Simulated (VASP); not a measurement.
# BN (Immm) in VASP: a series of runs

BN is run at these levels: r2SCAN, HSE06; tasks: single point.

Everything below comes from runs of VASP 6.6.1. Logs are shortened: lines on timing, memory, paths and dates and some standing lists are left out, and cuts for length are marked.

**1. The cell of the first run**

The structure is orthorhombic, space group Immm (No. 71). Conventional cell: a = 2.443 Å, b = 2.495 Å, c = 3.492 Å, α = 90.00°, β = 90.00°, γ = 90.00°. Within 2.3 Å of B (site symmetry mmm) lie 6 N at 1.75 Å. Within 2.3 Å of N (site symmetry mmm) lie 6 B at 1.75 Å.

**2. Single point, r2SCAN (shear xy strain +2.1%)**

Input file POSCAR:

```
BN
1.0
    0.0185057549      1.7458259350      1.7458259350
    1.7458259350      0.0185057549      1.7458259350
    1.7643316899      1.7643316899      0.0000000000
B N
1 1
Direct
    0.0000000000      0.0000000000      0.0000000000
    0.5000000000      0.5000000000      0.5000000000
```

Input file INCAR.step1:

```
SYSTEM = BN
  PREC = Accurate
  ENCUT = 660
  ISMEAR = 0
  SIGMA = 0.01
  LREAL = .FALSE.
  LASPH = .TRUE.
  NELM = 120
  NBANDS = 11
  GGA = PE
  ALGO = Normal
  EDIFF = 1E-5
  LWAVE = .TRUE.
  LCHARG = .FALSE.
  GGA_COMPAT = .FALSE.
```

Input file INCAR.step2:

```
SYSTEM = BN
  PREC = Accurate
  ENCUT = 660
  EDIFF = 1E-6
  ISMEAR = 0
  SIGMA = 0.01
  LREAL = .FALSE.
  LASPH = .TRUE.
  NELM = 120
  ALGO = Normal
  ISIF = 2
  LWAVE = .FALSE.
  LCHARG = .TRUE.
  METAGGA = R2SCAN
  LMIXTAU = .TRUE.
  LELF = .TRUE.
  LVHAR = .TRUE.
  NBANDS = 11
  ISTART = 1
  GGA_COMPAT = .FALSE.
```

Input file KPOINTS:

```
regular mesh
0
G
  12 12 12
  0 0 0
```

Potentials or basis: VASP PAW PBE potentials, release 64 (B, N).

Started as:

```
cat potpaw_PBE.64/B/POTCAR potpaw_PBE.64/N/POTCAR > POTCAR
cp INCAR.step1 INCAR
mpirun -np 1 vasp_std > vasp.out
cp INCAR.step2 INCAR
mpirun -np 1 vasp_std > vasp.out
```

OUTCAR:

```text
SYSTEM = BN
   PREC = Accurate
   ENCUT = 660
   EDIFF = 1E-6
   ISMEAR = 0
   LREAL = .FALSE.
   LASPH = .TRUE.
   NELM = 120
   ISIF = 2
   METAGGA = R2SCAN
   ISTART = 1

 ion  position               nearest neighbor table
   1  0.000  0.000  0.000-   2 1.75   2 1.75   2 1.75   2 1.75   2 1.75   2 1.75
   2  0.500  0.500  0.500-   1 1.75   1 1.75   1 1.75   1 1.75   1 1.75   1 1.75

  LATTYP: Found a body centered orthorhombic cell.
 ALAT       =     2.4427996253
 B/A-ratio  =     1.0214271275
 C/A-ratio  =     1.4293648296

  Lattice vectors:

 A1 = (   1.7458259350,   0.0185057549,  -1.7458259350)
 A2 = (  -1.7458259350,  -0.0185057549,  -1.7458259350)
 A3 = (   0.0185057549,   1.7458259350,   1.7458259350)

Analysis of symmetry for initial positions (statically):
=====================================================================
 Subroutine PRICEL returns:
 Original cell was already a primitive cell.

 Routine SETGRP: Setting up the symmetry group for a
 body centered orthorhombic supercell.

 Subroutine GETGRP returns: Found  8 space group operations
 (whereof  8 operations were pure point group operations)
 out of a pool of  8 trial point group operations.

The static configuration has the point symmetry D_2h.

Analysis of symmetry for dynamics (positions and initial velocities):
=====================================================================
 Subroutine PRICEL returns:
 Original cell was already a primitive cell.

 Routine SETGRP: Setting up the symmetry group for a
 body centered orthorhombic supercell.

 Subroutine GETGRP returns: Found  8 space group operations
 (whereof  8 operations were pure point group operations)
 out of a pool of  8 trial point group operations.

The dynamic configuration has the point symmetry D_2h.

 Subroutine INISYM returns: Found  8 space group operations
 (whereof  8 operations are pure point group operations),
 and found     1 'primitive' translations

----------------------------------------------------------------------------------------

                                     Primitive cell

  volume of cell :      10.6410

  direct lattice vectors                    reciprocal lattice vectors
     0.018505755  1.745825935  1.745825935    -0.289465732  0.289465732  0.286397395
     1.745825935  0.018505755  1.745825935     0.289465732 -0.289465732  0.286397395
     1.764331690  1.764331690  0.000000000     0.283393425  0.283393425 -0.286397395

  length of vectors
     2.469040067  2.469040067  2.495141804     0.499604131  0.499604131  0.492592260

  position of ions in fractional coordinates (direct lattice)
     0.000000000  0.000000000  0.000000000
     0.500000000  0.500000000  0.500000000

  ion indices of the primitive-cell ions
   primitive index   ion index
                 1           1
                 2           2

----------------------------------------------------------------------------------------

 KPOINTS: regular mesh

Automatic generation of k-mesh.
 Grid dimensions read from file:
 generate k-points for:   12   12   12

 Generating k-lattice:

  Cartesian coordinates                     Fractional coordinates (reciprocal lattice)
    -0.024122144  0.024122144  0.023866450     0.083333333 -0.000000000  0.000000000
     0.024122144 -0.024122144  0.023866450    -0.000000000  0.083333333  0.000000000
     0.023616119  0.023616119 -0.023866450     0.000000000  0.000000000  0.083333333

  Length of vectors
     0.041633678  0.041633678  0.041049355

  Shift w.r.t. Gamma in fractional coordinates (k-lattice)
     0.000000000  0.000000000  0.000000000

 Subroutine IBZKPT returns following result:
 ===========================================

 Found    280 irreducible k-points:

 Following reciprocal coordinates:
            Coordinates               Weight
  0.000000  0.000000  0.000000      1.000000
  0.083333  0.000000  0.000000      4.000000
  0.166667 -0.000000  0.000000      4.000000
  0.250000 -0.000000  0.000000      4.000000
  0.333333  0.000000  0.000000      4.000000
  0.416667 -0.000000  0.000000      4.000000
[... 16 lines left out ...]
  0.500000  0.166667  0.000000      4.000000
 -0.416667  0.166667  0.000000      4.000000
 [... further k-points ...]
   k-points           NKPTS =    280   k-points in BZ     NKDIM =    280   number of bands    NBANDS=     11
   number of dos      NEDOS =    301   number of ions     NIONS =      2
   total plane-waves  NPLWV =  13824
   dimension x,y,z NGX =    24 NGY =   24 NGZ =   24
   dimension x,y,z NGXF=    48 NGYF=   48 NGZF=   48
   ions per type =               1   1
   NGX,Y,Z   is equivalent  to a cutoff of  16.16, 16.16, 15.99 a.u.
   NGXF,Y,Z  is equivalent  to a cutoff of  32.32, 32.32, 31.98 a.u.
 SYSTEM =  BN
   PREC   = accura    normal or accurate (medium, high low for compatibility)
   ISTART =      1    job   : 0-new  1-cont  2-samecut
   ICHARG =      0    charge: 1-file 2-atom 10-const
   ISPIN  =      1    spin polarized calculation?
   LNONCOLLINEAR =      F non collinear calculations
   LSORBIT =      F    spin-orbit coupling
   LASPH  =      T    aspherical Exc in radial PAW
   ENCUT  =  660.0 eV  48.51 Ry    6.96 a.u.   5.17  5.17  5.23*2*pi/ulx,y,z
   NELM   =    120;   NELMIN=  2; NELMDL=  0     # of ELM steps
   EDIFF  = 0.1E-05   stopping-criterion for ELM
   LREAL  =      F    real-space projection
   EDIFFG = 0.1E-04   stopping-criterion for IOM
   NSW    =      0    number of steps for IOM
   IBRION =     -1    ionic relax: 0-MD 1-quasi-New 2-CG
   NFREE  =      0    steps in history (QN), initial steepest desc. (CG)
   ISIF   =      2    stress and relaxation
   ISYM   =      2    0-nonsym 1-usesym 2-fastsym
   POTIM  = 0.5000    time-step for ionic-motion
   TEBEG  =    0.0;   TEEND  =   0.0 temperature during run
   PSTRESS=    0.0 pullay stress
   NELECT =       8.0000    total number of electrons
   NUPDOWN=      -1.0000    fix difference up-down
   EMIN   =  10.00;   EMAX   =-10.00  energy-range for DOS
   EFERMI =   0.00;   METHOD = LEGACY
   ISMEAR =     0;   SIGMA  =   0.01  broadening in eV -4-tet -1-fermi 0-gaus
   EFERMI_NEDOS =   21; number of points for ismear=-14 and -15
   IALGO  =     38    algorithm
   IMIX   =      4    mixing-type and parameters
     AMIX     =   0.40;   BMIX     =  1.00
     AMIX_MAG =   1.60;   BMIX_MAG =  1.00
  volume/ion in A,a.u.               =       5.32        35.90
  Fermi-wavevector in a.u.,A,eV,Ry     =   1.488596  2.813038 30.149392  2.215918
  Thomas-Fermi vector in A             =   2.601611
   LORBIT       =      0    0 simple, 1 ext, 2 COOP (PROOUT), +10 PAW based schemes
   METAGGA = R2SCAN    functional components
   LHFCALC =     F    Hartree Fock is set to
   AEXX    =    0.0000 exact exchange contribution
   IVDW    =     0    specifies the selected vdW correction
   LEPSILON=     F    determine dielectric tensor
   LRPA    =     F    only Hartree local field effects (RPA)
 non-spin polarized calculation
 Gauss-broadening in eV      SIGMA  =   0.01
  energy-cutoff  :      660.00
  volume of cell :       10.64
 maximum number of plane-waves:       423
 NGX is ok and might be reduce to    24
   NGX = 11   NGY = 11   NGZ = 11

 number of electron       8.0000000 magnetization

 Free energy of the ion-electron system (eV)
  ---------------------------------------------------
  ext. energy  EPLUGINS =         0.00000000
  ---------------------------------------------------
  free energy    TOTEN  =       -15.42243273 eV

  energy without entropy =      -15.42243273  energy(sigma->0) =      -15.42243273

 E-fermi :  10.7920     XC(G=0): -14.7047

 val. band max:       10.5556235821   @ k =   0.1667   0.1667   0.3333
 cond. band min:      11.6759456089   @ k =   0.5000   0.5000   0.0000
 fundamental gap:      1.1203220268
 Fermi energy:        10.7919569511

 k-point     1 :       0.0000    0.0000    0.0000
  band No.  band energies     occupation
      1     -13.3439      2.00000
      2       9.1934      2.00000
      3       9.4465      2.00000
      4       9.7165      2.00000
      5      20.1680      0.00000
      6      23.4541      0.00000
      7      23.5245      0.00000
      8      23.6181      0.00000
      9      29.3037      0.00000
     10      29.8033      0.00000
     11      30.2467      0.00000

 k-point     2 :       0.0833    0.0000    0.0000
  band No.  band energies     occupation
      1     -13.1365      2.00000
      2       8.7256      2.00000
      3       9.1772      2.00000
      4       9.5256      2.00000
      5      20.3972      0.00000
      6      22.7467      0.00000
      7      22.8388      0.00000
      8      23.3196      0.00000
      9      29.4919      0.00000
     10      29.8368      0.00000
     11      30.5040      0.00000

 k-point     3 :       0.1667   -0.0000    0.0000
  band No.  band energies     occupation
      1     -12.5199      2.00000
      2       6.5414      2.00000
      3       9.1534      2.00000
      4       9.4578      2.00000
      5      20.3242      0.00000
      6      21.0699      0.00000
      7      21.0863      0.00000
      8      23.3904      0.00000
      9      29.2497      0.00000
     10      31.3337      0.00000
     11      32.0164      0.00000

 k-point     4 :       0.2500   -0.0000    0.0000
  band No.  band energies     occupation
      1     -11.5149      2.00000
      2       3.7642      2.00000
      3       9.1733      2.00000
      4       9.4326      2.00000
      5      19.1332      0.00000
      6      19.1560      0.00000
      7      19.6386      0.00000
      8      24.0032      0.00000
      9      30.0239      0.00000
     10      33.6686      0.00000
     11      34.3945      0.00000

 k-point     5 :       0.3333    0.0000    0.0000
  band No.  band energies     occupation
      1     -10.1798      2.00000
      2       0.9272      2.00000
      3       9.2668      2.00000
      4       9.4764      2.00000
      5      17.4858      0.00000
      6      17.5492      0.00000
      7      18.8190      0.00000
      8      24.5547      0.00000
      9      31.6211      0.00000
     10      36.7302      0.00000
     11      37.4994      0.00000
[... 211 lines left out ...]
 k-point    21 :       0.3333    0.1667    0.0000
  band No.  band energies     occupation
      1     -10.4040      2.00000
      2       3.2401      2.00000
      3       6.8046      2.00000
      4       7.9850      2.00000
      5      15.2012      0.00000
      6      21.5293      0.00000
      7      22.1285      0.00000
      8      24.9037      0.00000
      9      26.5193      0.00000
     10      38.7493      0.00000
     11      39.4861      0.00000

 k-point    22 :       0.4167    0.1667    0.0000
  band No.  band energies     occupation
      1      -9.0027      2.00000
      2       0.6116      2.00000
      3       6.9078      2.00000
      4       7.2062      2.00000
      5      14.8717      0.00000
      6      20.5867      0.00000
      7      21.0997      0.00000
      8      25.6334      0.00000
      9      28.6617      0.00000
     10      40.2486      0.00000
     11      42.8369      0.00000

 k-point    23 :       0.5000    0.1667    0.0000
  band No.  band energies     occupation
      1      -7.6189      2.00000
      2      -1.4887      2.00000
      3       6.3573      2.00000
      4       7.3540      2.00000
      5      15.0332      0.00000
      6      19.1272      0.00000
      7      20.9881      0.00000
      8      25.9499      0.00000
      9      31.4996      0.00000
     10      38.5837      0.00000
     11      44.2594      0.00000

 k-point    24 :      -0.4167    0.1667    0.0000
  band No.  band energies     occupation
      1      -7.3060      2.00000
      2      -1.9009      2.00000
      3       5.6793      2.00000
      4       8.1044      2.00000
      5      15.5682      0.00000
      6      17.9178      0.00000
      7      21.1911      0.00000
      8      25.8854      0.00000
      9      33.7978      0.00000
     10      36.7871      0.00000
     11      40.5731      0.00000

 [... further k-points ...]

------------------------ aborting loop because EDIFF is reached ----------------------------------------

  FORCE on cell =-STRESS in cart. coord.  units (eV):
  Direction    XX          YY          ZZ          XY          YZ          ZX
  --------------------------------------------------------------------------------------
  -------------------------------------------------------------------------------------
  Total        0.0518170      0.0518170      0.0240284     -0.9369559      0.0000000      0.0000000
  in kB        7.8018687      7.8018687      3.6178557   -141.0735849      0.0000000      0.0000000
  external PRESSURE =       6.4071977 kB  Pullay stress =       0.0000000 kB

 VOLUME and BASIS-vectors are now :
 -----------------------------------------------------------------------------
  energy-cutoff  :      660.00
  volume of cell :       10.64
      direct lattice vectors                 reciprocal lattice vectors
     0.018505755  1.745825935  1.745825935    -0.289465732  0.289465732  0.286397395
     1.745825935  0.018505755  1.745825935     0.289465732 -0.289465732  0.286397395
     1.764331690  1.764331690  0.000000000     0.283393425  0.283393425 -0.286397395

 POSITION                                       TOTAL-FORCE (eV/Angst)
 -----------------------------------------------------------------------------------
      0.00000      0.00000      0.00000         0.000000      0.000000      0.000000
      1.76433      1.76433      1.74583        -0.000000     -0.000000      0.000000
 -----------------------------------------------------------------------------------
    total drift:                               -0.000000     -0.000000      0.000000

  FREE ENERGIE OF THE ION-ELECTRON SYSTEM (eV)
  ---------------------------------------------------
  free  energy   TOTEN  =       -15.4224327330 eV

  energy  without entropy=      -15.4224327330  energy(sigma->0) =      -15.42243273
```

Run time: 1.8 min. Hardware: 1 thread of Intel Xeon Platinum 8259CL at 2.50GHz (Skylake/Cascade Lake), shared host; peak memory 0.17 GiB.

What came out:

```yaml
Free_energy: -15.4224 eV
Pressure: 0.6 GPa
Band_gap_on_the_k_mesh: 1.12 eV (least direct gap 6.31 eV)
```

Stress tensor (GPa, compression positive):
```
  0.78 -14.11   0.00
-14.11   0.78   0.00
  0.00   0.00   0.36
```

Caveat: the cell differs from its parent crystal (shear xy strain +2.1%); the PAW data sets were made with another functional, which shifts forces and pressure a little. A k mesh can miss the band edges.

**3. Single point, HSE06 (shear xy strain +2.1%)**

POSCAR is that of step 2.

Input file INCAR.step1:

```
SYSTEM = BN
  PREC = Accurate
  ENCUT = 520
  EDIFF = 1E-5
  ISMEAR = 0
  SIGMA = 0.01
  LREAL = .False.
  LASPH = .True.
  NELM = 80
  ALGO = Normal
  ISIF = 2
  LWAVE = .True.
  LCHARG = .False.
  GGA = PE
  NBANDS = 11
```

Input file INCAR.step2:

```
SYSTEM = BN
  PREC = Accurate
  ENCUT = 520
  EDIFF = 1E-6
  ISMEAR = 0
  SIGMA = 0.01
  LREAL = .False.
  LASPH = .True.
  NELM = 80
  ALGO = Normal
  ISIF = 2
  LWAVE = .False.
  LCHARG = .False.
  GGA = PE
  LHFCALC = .True.
  HFSCREEN = 0.2079
  PRECFOCK = Normal
  ISTART = 1
  NBANDS = 11
```

Input file KPOINTS:

```
regular mesh
0
Gamma
  8 8 8
  0 0 0
```

Potentials or basis: VASP PAW PBE potentials, release 64 (B, N).

Started as:

```
cat potpaw_PBE.64/B/POTCAR potpaw_PBE.64/N/POTCAR > POTCAR
cp INCAR.step1 INCAR
mpirun -np 1 vasp_std > vasp.out
cp INCAR.step2 INCAR
mpirun -np 1 vasp_std > vasp.out
```

It took 26 min on 1 thread of Intel Xeon Platinum 8259CL at 2.50GHz (Skylake/Cascade Lake), shared host; peak memory 0.23 GiB.

Results (log left out):

* Free energy: -16.5733 eV
* Pressure: -8.0 GPa
* Band gap on the k mesh: 2.12 eV (least direct gap 7.04 eV)

Stress tensor (GPa, compression positive):
```
 -7.88 -13.90   0.00
-13.90  -7.88   0.00
  0.00   0.00  -8.29
```

Levels at points of the mesh, in eV from the valence-band top:
```tsv
k point	band 1	band 2	band 3	band 4	band 5	band 6	band 7	band 8
(0.00, 0.00, 0.00)	-24.72	-1.34	-1.09	-0.82	10.81	13.98	14.05	14.14
(0.50, 0.00, 0.00)	-19.03	-13.77	-0.93	-0.79	6.25	6.39	8.47	15.67
(0.50, 0.50, 0.00)	-16.12	-13.03	-6.56	-5.90	2.12	9.94	16.77	16.95
(0.00, 0.00, 0.50)	-19.22	-13.98	-0.74	-0.59	6.51	6.71	8.90	15.87
(0.50, 0.00, 0.50)	-16.11	-13.03	-6.23	-6.23	2.16	9.90	16.82	16.86
```

Caveat: the cell differs from its parent crystal (shear xy strain +2.1%); the cell stands under tension; the PAW data sets were made with another functional, which shifts forces and pressure a little. A k mesh can miss the band edges.
